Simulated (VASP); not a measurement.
Here is a VASP 6.6.1 calculation.

Contents of INCAR:

```
SYSTEM = SnSe
PREC = Accurate
ENCUT = 520
EDIFF = 1E-8
ISMEAR = -1
SIGMA = 0.03
LREAL = .FALSE.
LASPH = .TRUE.
NELM = 60
ALGO = Normal
ISIF = 2
LWAVE = .FALSE.
LCHARG = .FALSE.
GGA = PE
LEFG = .TRUE.
NBANDS = 17
```

The input KPOINTS:

```
Automatic mesh
0
G
  12 12 12
  0 0 0
```

POSCAR

```
SnSe
1.0
    3.6796456177      0.0275973421      0.0275973421
    0.0275973421      3.6796456177      0.0275973421
    0.0275973421      0.0275973421      3.6796456177
Sn Se
1 1
Direct
    0.0000000000      0.0000000000      0.0000000000
    0.5000000000      0.5000000000      0.5000000000
```

Potentials or basis: VASP PAW PBE potentials, release 64 (Sn_d, Se).

Run with:

```bash
$ cat potpaw_PBE.64/Sn_d/POTCAR potpaw_PBE.64/Se/POTCAR > POTCAR
$ mpirun -np 1 vasp_std > vasp.out
```

(1) Estimate the band gap on the k mesh.

(2) What does it give for the pressure?

Answers

(1) zero (band 10 reaches 6.53 eV, above the bottom of band 11 at 5.07 eV).

(2) 0.0 GPa.

Caveat: the cell differs from its parent crystal (equal xy, yz and zx shear strains of +1.5 %); without QUAD_EFG the Cq values of the log hold for a quadrupole moment of 1 mb, not for the nuclei; spin-orbit coupling is left out, which moves the levels of the heavy elements.
